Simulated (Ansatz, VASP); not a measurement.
**Pb: VASP beside Ansatz**

POSCAR

```
Pb
1.0
    0.0000000000      2.5235621278      2.5235621278
    2.5235621278      0.0000000000      2.5235621278
    2.5235621278      2.5235621278      0.0000000000
Pb
1
Direct
    0.0000000000      0.0000000000      0.0000000000
```

File INCAR.step1:

```
PREC = Accurate
ENCUT = 520
EDIFF = 1E-5
ISMEAR = -1
SIGMA = 0.05
LREAL = F
LASPH = T
NELM = 80
ALGO = Normal
ISIF = 2
LWAVE = T
LCHARG = F
NBANDS = 13
GGA = PE
```

The input INCAR.step2:

```
PREC = Accurate
ENCUT = 520
EDIFF = 1E-6
ISMEAR = -1
SIGMA = 0.05
LREAL = F
LASPH = T
NELM = 80
ALGO = Normal
ISIF = 2
LWAVE = F
LCHARG = F
GGA = PE
LHFCALC = T
AEXX = 0.25
PRECFOCK = Normal
NBANDS = 13
ISTART = 1
```

KPOINTS

```
Automatic mesh
0
Gamma
  5 5 5
```

File input.yaml:

```yaml
crystal:
  lattice:
    - [0.0, 2.5235621278, 2.5235621278]
    - [2.5235621278, 0.0, 2.5235621278]
    - [2.5235621278, 2.5235621278, 0.0]
  atoms:
    - { symbol: Pb, position: [0.0, 0.0, 0.0] }
hamiltonian:
  xc: pbe0
  pseudopotentials: { kind: paw }
kpoints:
  mp_grid: { grid: [5, 5, 5] }
scf:
  occupations: { method: fermi_dirac, width: 0.05 }
output:
  forces: true
  stress: true
  eigenvalues: true
```

Alike in both runs: task single point; functional PBE0; k mesh 5 × 5 × 5; occupations fermi-dirac, width 0.05 eV; no spin polarisation.

|  | VASP | Ansatz |
| --- | --- | --- |
| version | VASP 6.6.1 | Ansatz 0.2.0 |
| potentials or method | VASP PAW PBE potentials, release 64 (Pb_d) | Ansatz PAW |
| plane-wave cutoff (eV) | 520 | 420 |
| valence electrons in the cell | 14 | 14 |

|  | VASP | Ansatz | Ansatz less VASP |
| --- | --- | --- | --- |
| gap on the k mesh at the Fermi level (eV) | none | none | - |
| pressure (GPa) | -2.3 | -2.2 | +0.17 |

A gap of «none» marks a metal or a gap that the smearing closes. The functional is the same, so the differences come from potentials, cutoffs and numerics.

The k mesh is coarse, so the values compare programs but aren't converged. Neither program's run includes spin-orbit coupling.
